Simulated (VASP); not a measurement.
# CdO (Fm-3m) in VASP: notebook

Runs on CdO. Level: PBE. Tasks: single point.

All numbers are computed with VASP 6.6.1; they aren't measurements. Logs are shortened: lines on timing, memory, paths and dates and some standing lists are left out, and cuts for length are marked.

**1. The cell of the first run**

It takes space group Fm-3m (No. 225, cubic). The conventional cell has a = 4.439 Å, b = 4.439 Å, c = 4.439 Å, α = 90.00°, β = 90.00°, γ = 90.00°. Cd (site symmetry m-3m) has 6 O at 2.22 Å within 2.9 Å. O (site symmetry m-3m) has 6 Cd at 2.22 Å within 2.9 Å.

**2. Single point, PBE**

Input file INCAR:

```
SYSTEM = CdO
PREC = Accurate
ENCUT = 700
EDIFF = 1E-6
ISMEAR = 0
SIGMA = 0.1
LREAL = .FALSE.
LASPH = .TRUE.
NELM = 120
ALGO = Normal
ISIF = 2
LWAVE = .FALSE.
LCHARG = .FALSE.
GGA = PE
NBANDS = 20
GGA_COMPAT = .FALSE.
```

Input file KPOINTS:

```
Automatic mesh
0
G
  16 16 16
  0 0 0
```

Input file POSCAR:

```
CdO
1.0
    0.0000000000      2.2193791840      2.2193791840
    2.2193791840      0.0000000000      2.2193791840
    2.2193791840      2.2193791840      0.0000000000
Cd O
1 1
Direct
    0.0000000000      0.0000000000      0.0000000000
    0.5000000000      0.5000000000      0.5000000000
```

Potentials or basis: VASP PAW PBE potentials, release 64 (Cd_sv_GW, O).

Command:

```console
$ cat potpaw_PBE.64/Cd_sv_GW/POTCAR potpaw_PBE.64/O/POTCAR > POTCAR
$ mpirun -np 1 vasp_std > vasp.out
```

OUTCAR:

```text
SYSTEM = CdO
   PREC = Accurate
   ENCUT = 700
   EDIFF = 1E-6
   ISMEAR = 0
   LREAL = .FALSE.
   LASPH = .TRUE.
   NELM = 120
   ISIF = 2
   GGA = PE

 ion  position               nearest neighbor table
   1  0.000  0.000  0.000-   2 2.22   2 2.22   2 2.22   2 2.22   2 2.22   2 2.22
   2  0.500  0.500  0.500-   1 2.22   1 2.22   1 2.22   1 2.22   1 2.22   1 2.22

  LATTYP: Found a face centered cubic cell.
 ALAT       =     4.4387583680

  Lattice vectors:

 A1 = (   0.0000000000,   2.2193791840,   2.2193791840)
 A2 = (   2.2193791840,   0.0000000000,   2.2193791840)
 A3 = (   2.2193791840,   2.2193791840,   0.0000000000)

Analysis of symmetry for initial positions (statically):
=====================================================================
 Subroutine PRICEL returns:
 Original cell was already a primitive cell.

 Routine SETGRP: Setting up the symmetry group for a
 face centered cubic supercell.

 Subroutine GETGRP returns: Found 48 space group operations
 (whereof 48 operations were pure point group operations)
 out of a pool of 48 trial point group operations.

The static configuration has the point symmetry O_h .

Analysis of symmetry for dynamics (positions and initial velocities):
=====================================================================
 Subroutine PRICEL returns:
 Original cell was already a primitive cell.

 Routine SETGRP: Setting up the symmetry group for a
 face centered cubic supercell.

 Subroutine GETGRP returns: Found 48 space group operations
 (whereof 48 operations were pure point group operations)
 out of a pool of 48 trial point group operations.

The dynamic configuration has the point symmetry O_h .

 Subroutine INISYM returns: Found 48 space group operations
 (whereof 48 operations are pure point group operations),
 and found     1 'primitive' translations

----------------------------------------------------------------------------------------

                                     Primitive cell

  volume of cell :      21.8637

  direct lattice vectors                    reciprocal lattice vectors
     0.000000000  2.219379184  2.219379184    -0.225288226  0.225288226  0.225288226
     2.219379184  0.000000000  2.219379184     0.225288226 -0.225288226  0.225288226
     2.219379184  2.219379184  0.000000000     0.225288226  0.225288226 -0.225288226

  length of vectors
     3.138676142  3.138676142  3.138676142     0.390210654  0.390210654  0.390210654

  position of ions in fractional coordinates (direct lattice)
     0.000000000  0.000000000  0.000000000
     0.500000000  0.500000000  0.500000000

  ion indices of the primitive-cell ions
   primitive index   ion index
                 1           1
                 2           2

----------------------------------------------------------------------------------------

 KPOINTS: Automatic mesh

Automatic generation of k-mesh.
 Grid dimensions read from file:
 generate k-points for:   16   16   16

 Generating k-lattice:

  Cartesian coordinates                     Fractional coordinates (reciprocal lattice)
    -0.014080514  0.014080514  0.014080514     0.062500000  0.000000000  0.000000000
     0.014080514 -0.014080514  0.014080514     0.000000000  0.062500000  0.000000000
     0.014080514  0.014080514 -0.014080514     0.000000000  0.000000000  0.062500000

  Length of vectors
     0.024388166  0.024388166  0.024388166

  Shift w.r.t. Gamma in fractional coordinates (k-lattice)
     0.000000000  0.000000000  0.000000000

 Subroutine IBZKPT returns following result:
 ===========================================

 Found    145 irreducible k-points:

 Following reciprocal coordinates:
            Coordinates               Weight
  0.000000  0.000000  0.000000      1.000000
  0.062500  0.000000  0.000000      8.000000
  0.125000  0.000000  0.000000      8.000000
  0.187500  0.000000  0.000000      8.000000
  0.250000  0.000000  0.000000      8.000000
  0.312500  0.000000  0.000000      8.000000
[... 16 lines left out ...]
 -0.125000  0.062500  0.000000     24.000000
 -0.062500  0.062500  0.000000     12.000000
 [... further k-points ...]
   k-points           NKPTS =    145   k-points in BZ     NKDIM =    145   number of bands    NBANDS=     20
   number of dos      NEDOS =    301   number of ions     NIONS =      2
   total plane-waves  NPLWV =  21952
   dimension x,y,z NGX =    28 NGY =   28 NGZ =   28
   dimension x,y,z NGXF=    56 NGYF=   56 NGZF=   56
   ions per type =               1   1
   NGX,Y,Z   is equivalent  to a cutoff of  14.83, 14.83, 14.83 a.u.
   NGXF,Y,Z  is equivalent  to a cutoff of  29.66, 29.66, 29.66 a.u.
 SYSTEM =  CdO
   PREC   = accura    normal or accurate (medium, high low for compatibility)
   ISTART =      0    job   : 0-new  1-cont  2-samecut
   ICHARG =      2    charge: 1-file 2-atom 10-const
   ISPIN  =      1    spin polarized calculation?
   LNONCOLLINEAR =      F non collinear calculations
   LSORBIT =      F    spin-orbit coupling
   LASPH  =      T    aspherical Exc in radial PAW
   ENCUT  =  700.0 eV  51.45 Ry    7.17 a.u.   6.77  6.77  6.77*2*pi/ulx,y,z
   NELM   =    120;   NELMIN=  2; NELMDL= -5     # of ELM steps
   EDIFF  = 0.1E-05   stopping-criterion for ELM
   LREAL  =      F    real-space projection
   EDIFFG = 0.1E-04   stopping-criterion for IOM
   NSW    =      0    number of steps for IOM
   IBRION =     -1    ionic relax: 0-MD 1-quasi-New 2-CG
   NFREE  =      0    steps in history (QN), initial steepest desc. (CG)
   ISIF   =      2    stress and relaxation
   ISYM   =      2    0-nonsym 1-usesym 2-fastsym
   POTIM  = 0.5000    time-step for ionic-motion
   TEBEG  =    0.0;   TEEND  =   0.0 temperature during run
   PSTRESS=    0.0 pullay stress
   NELECT =      26.0000    total number of electrons
   NUPDOWN=      -1.0000    fix difference up-down
   EMIN   =  10.00;   EMAX   =-10.00  energy-range for DOS
   EFERMI =   0.00;   METHOD = LEGACY
   ISMEAR =     0;   SIGMA  =   0.10  broadening in eV -4-tet -1-fermi 0-gaus
   EFERMI_NEDOS =   21; number of points for ismear=-14 and -15
   IALGO  =     38    algorithm
   IMIX   =      4    mixing-type and parameters
     AMIX     =   0.40;   BMIX     =  1.00
     AMIX_MAG =   1.60;   BMIX_MAG =  1.00
  volume/ion in A,a.u.               =      10.93        73.77
  Fermi-wavevector in a.u.,A,eV,Ry     =   1.734434  3.277605 40.929879  3.008261
  Thomas-Fermi vector in A             =   2.808231
   LORBIT       =      0    0 simple, 1 ext, 2 COOP (PROOUT), +10 PAW based schemes
   GGA     = PE    functional components
   LHFCALC =     F    Hartree Fock is set to
   AEXX    =    0.0000 exact exchange contribution
   IVDW    =     0    specifies the selected vdW correction
   LEPSILON=     F    determine dielectric tensor
   LRPA    =     F    only Hartree local field effects (RPA)
 non-spin polarized calculation
 Gauss-broadening in eV      SIGMA  =   0.10
  energy-cutoff  :      700.00
  volume of cell :       21.86
 maximum number of plane-waves:       941
   NGX = 13   NGY = 13   NGZ = 13

 number of electron      25.9999994 magnetization

 Free energy of the ion-electron system (eV)
  ---------------------------------------------------
  ext. energy  EPLUGINS =         0.00000000
  ---------------------------------------------------
  free energy    TOTEN  =        -7.23095625 eV

  energy without entropy =       -7.23087079  energy(sigma->0) =       -7.23091352

 E-fermi :   7.5057     XC(G=0): -12.9484

 val. band max:        7.3832997146   @ k =   0.5000   0.0000   0.0000
 cond. band min:       7.7612675412   @ k =   0.0625   0.0000   0.0000
 fundamental gap:      0.3779678266
 Fermi energy:         7.5057232577

 k-point     1 :       0.0000    0.0000    0.0000
  band No.  band energies     occupation
      1     -93.3090      2.00000
      2     -54.4001      2.00000
      3     -54.4001      2.00000
      4     -54.4001      2.00000
      5     -11.4855      2.00000
      6       0.1670      2.00000
[... 12 lines left out ...]
     19      28.1672      0.00000
     20      28.1672      0.00000

 k-point     2 :       0.0625    0.0000    0.0000
  band No.  band energies     occupation
      1     -93.3088      2.00000
      2     -54.4016      2.00000
      3     -54.4003      2.00000
      4     -54.4003      2.00000
      5     -11.4460      2.00000
      6       0.1371      2.00000
[... 12 lines left out ...]
     19      28.0040      0.00000
     20      28.0086      0.00000

 k-point     3 :       0.1250    0.0000    0.0000
  band No.  band energies     occupation
      1     -93.3085      2.00000
      2     -54.4058      2.00000
      3     -54.4009      2.00000
      4     -54.4009      2.00000
      5     -11.3314      2.00000
      6       0.0356      2.00000
[... 12 lines left out ...]
     19      27.8888      0.00000
     20      27.8888      0.00000

 k-point     4 :       0.1875    0.0000    0.0000
  band No.  band energies     occupation
      1     -93.3080      2.00000
      2     -54.4121      2.00000
      3     -54.4019      2.00000
      4     -54.4019      2.00000
      5     -11.1539      2.00000
      6      -0.1646      2.00000
[... 12 lines left out ...]
     19      28.0721      0.00000
     20      28.0721      0.00000

 k-point     5 :       0.2500    0.0000    0.0000
  band No.  band energies     occupation
      1     -93.3075      2.00000
      2     -54.4195      2.00000
      3     -54.4030      2.00000
      4     -54.4030      2.00000
      5     -10.9341      2.00000
      6      -0.4752      2.00000
[... 12 lines left out ...]
     19      28.4972      0.00000
     20      28.4972      0.00000
[... 353 lines left out ...]
      6      -0.6220      2.00000
[... 12 lines left out ...]
     19      27.5056      0.00000
     20      29.7545      0.00000

 k-point    22 :      -0.1875    0.0625    0.0000
  band No.  band energies     occupation
      1     -93.3078      2.00000
      2     -54.4148      2.00000
      3     -54.4037      2.00000
      4     -54.4018      2.00000
      5     -11.0599      2.00000
      6      -0.2780      2.00000
[... 12 lines left out ...]
     19      26.8855      0.00000
     20      29.3356      0.00000

 k-point    23 :      -0.1250    0.0625    0.0000
  band No.  band energies     occupation
      1     -93.3083      2.00000
      2     -54.4083      2.00000
      3     -54.4024      2.00000
      4     -54.4009      2.00000
      5     -11.2484      2.00000
      6      -0.0202      2.00000
[... 12 lines left out ...]
     19      26.4186      0.00000
     20      28.9954      0.00000

 k-point    24 :      -0.0625    0.0625    0.0000
  band No.  band energies     occupation
      1     -93.3086      2.00000
      2     -54.4036      2.00000
      3     -54.4013      2.00000
      4     -54.4004      2.00000
      5     -11.3821      2.00000
      6       0.0988      2.00000
[... 12 lines left out ...]
     19      26.6693      0.00000
     20      28.6662      0.00000

 [... further k-points ...]

------------------------ aborting loop because EDIFF is reached ----------------------------------------

  FORCE on cell =-STRESS in cart. coord.  units (eV):
  Direction    XX          YY          ZZ          XY          YZ          ZX
  --------------------------------------------------------------------------------------
  -------------------------------------------------------------------------------------
  Total        6.1306526      6.1306526      6.1306526      0.0000000      0.0000000      0.0000000
  in kB      449.2548465    449.2548465    449.2548465      0.0000000      0.0000000      0.0000000
  external PRESSURE =     449.2548465 kB  Pullay stress =       0.0000000 kB

 VOLUME and BASIS-vectors are now :
 -----------------------------------------------------------------------------
  energy-cutoff  :      700.00
  volume of cell :       21.86
      direct lattice vectors                 reciprocal lattice vectors
     0.000000000  2.219379184  2.219379184    -0.225288226  0.225288226  0.225288226
     2.219379184  0.000000000  2.219379184     0.225288226 -0.225288226  0.225288226
     2.219379184  2.219379184  0.000000000     0.225288226  0.225288226 -0.225288226

 POSITION                                       TOTAL-FORCE (eV/Angst)
 -----------------------------------------------------------------------------------
      0.00000      0.00000      0.00000         0.000000      0.000000      0.000000
      2.21938      2.21938      2.21938         0.000000     -0.000000     -0.000000
 -----------------------------------------------------------------------------------
    total drift:                                0.000000      0.000000      0.000000

  FREE ENERGIE OF THE ION-ELECTRON SYSTEM (eV)
  ---------------------------------------------------
  free  energy   TOTEN  =        -7.2309562493 eV

  energy  without entropy=       -7.2308707882  energy(sigma->0) =       -7.23091352
```

Wall time 87 s (1 thread of Intel Xeon Platinum 8259CL at 2.50GHz (Skylake/Cascade Lake), shared host); peak memory 0.26 GiB.

What came out:

| Quantity | Value |
| --- | --- |
| Free energy | -7.2310 eV |
| Pressure | 44.9 GPa |
| Band gap on the k mesh | zero (bands 13 and 14 overlap by 0.06 eV) |

Caveat: the cell stands under pressure; semilocal functionals underestimate gaps, and a narrow one can read as zero.

**3. Single point, PBE**

Input file INCAR:

```
PREC = Accurate ; ENCUT = 700
EDIFF = 1E-6 ; ISMEAR = 0
SIGMA = 0.1 ; LREAL = False
LASPH = True ; NELM = 120
ALGO = Normal ; ISIF = 2
LWAVE = False ; LCHARG = True
GGA = PE ; LELF = True
LVHAR = True ; NBANDS = 20
GGA_COMPAT = False
```

Input file KPOINTS:

```
regular mesh
0
Gamma
  16 16 16
```

POSCAR is that of step 2.

Potentials or basis: VASP PAW PBE potentials, release 64 (Cd_sv_GW, O).

Command:

```console
$ cat potpaw_PBE.64/Cd_sv_GW/POTCAR potpaw_PBE.64/O/POTCAR > POTCAR
$ mpirun -np 1 vasp_std > vasp.out
```

OUTCAR:

```text
PREC = Accurate
   ENCUT = 700
   EDIFF = 1E-6
   ISMEAR = 0
   LREAL = False
   LASPH = True
   NELM = 120
   ISIF = 2
   GGA = PE

 ion  position               nearest neighbor table
   1  0.000  0.000  0.000-   2 2.22   2 2.22   2 2.22   2 2.22   2 2.22   2 2.22
   2  0.500  0.500  0.500-   1 2.22   1 2.22   1 2.22   1 2.22   1 2.22   1 2.22

  LATTYP: Found a face centered cubic cell.
 ALAT       =     4.4387583680

  Lattice vectors:

 A1 = (   0.0000000000,   2.2193791840,   2.2193791840)
 A2 = (   2.2193791840,   0.0000000000,   2.2193791840)
 A3 = (   2.2193791840,   2.2193791840,   0.0000000000)

Analysis of symmetry for initial positions (statically):
=====================================================================
 Subroutine PRICEL returns:
 Original cell was already a primitive cell.

 Routine SETGRP: Setting up the symmetry group for a
 face centered cubic supercell.

 Subroutine GETGRP returns: Found 48 space group operations
 (whereof 48 operations were pure point group operations)
 out of a pool of 48 trial point group operations.

The static configuration has the point symmetry O_h .
[... 157 lines left out ...]
  free energy    TOTEN  =        -7.23095625 eV

  energy without entropy =       -7.23087079  energy(sigma->0) =       -7.23091352

 E-fermi :   7.5057     XC(G=0): -12.9484

 val. band max:        7.3832997145   @ k =   0.5000   0.0000   0.0000
 cond. band min:       7.7612675413   @ k =   0.0625   0.0000   0.0000
 fundamental gap:      0.3779678267
 Fermi energy:         7.5057232575

 k-point     1 :       0.0000    0.0000    0.0000
  band No.  band energies     occupation
      1     -93.3090      2.00000
      2     -54.4001      2.00000
      3     -54.4001      2.00000
      4     -54.4001      2.00000
      5     -11.4855      2.00000
      6       0.1670      2.00000
[... 541 lines left out ...]
     19      26.6693      0.00000
     20      28.6662      0.00000

 [... further k-points ...]

------------------------ aborting loop because EDIFF is reached ----------------------------------------

  FORCE on cell =-STRESS in cart. coord.  units (eV):
  Direction    XX          YY          ZZ          XY          YZ          ZX
  --------------------------------------------------------------------------------------
  -------------------------------------------------------------------------------------
  Total        6.1306526      6.1306526      6.1306526      0.0000000      0.0000000     -0.0000000
  in kB      449.2548421    449.2548421    449.2548421      0.0000000      0.0000000     -0.0000000
  external PRESSURE =     449.2548421 kB  Pullay stress =       0.0000000 kB

 VOLUME and BASIS-vectors are now :
 -----------------------------------------------------------------------------
  energy-cutoff  :      700.00
  volume of cell :       21.86
      direct lattice vectors                 reciprocal lattice vectors
     0.000000000  2.219379184  2.219379184    -0.225288226  0.225288226  0.225288226
     2.219379184  0.000000000  2.219379184     0.225288226 -0.225288226  0.225288226
     2.219379184  2.219379184  0.000000000     0.225288226  0.225288226 -0.225288226

 POSITION                                       TOTAL-FORCE (eV/Angst)
 -----------------------------------------------------------------------------------
      0.00000      0.00000      0.00000         0.000000      0.000000      0.000000
      2.21938      2.21938      2.21938        -0.000000     -0.000000     -0.000000
 -----------------------------------------------------------------------------------
    total drift:                                0.000000      0.000000      0.000000

  FREE ENERGIE OF THE ION-ELECTRON SYSTEM (eV)
  ---------------------------------------------------
  free  energy   TOTEN  =        -7.2309562493 eV

  energy  without entropy=       -7.2308707882  energy(sigma->0) =       -7.23091352
```

stdout:

```text
POSCAR found type information on POSCAR CdO
 POSCAR found :  2 types and       2 ions
 scaLAPACK will be used
 LDA part: xc-table for (Slater+PW92), standard interpolation
 POSCAR, INCAR and KPOINTS ok, starting setup
 FFT: planning ... GRIDC
 FFT: planning ... GRID_SOFT
 FFT: planning ... GRID
 WAVECAR not read
 entering main loop
```

Run time: 95 s. Hardware: 1 thread of AMD EPYC 7R43 (Zen 3), shared host; peak memory 0.22 GiB.

What came out:

```yaml
Free_energy: -7.2310 eV
Pressure: 44.9 GPa
Band_gap_on_the_k_mesh: zero (bands 13 and 14 overlap by 0.06 eV)
```

Caveat: the cell stands under pressure; semilocal functionals underestimate gaps, and a narrow one can read as zero.

The gap in the log of VASP goes by the Fermi energy; the results here count the filled bands.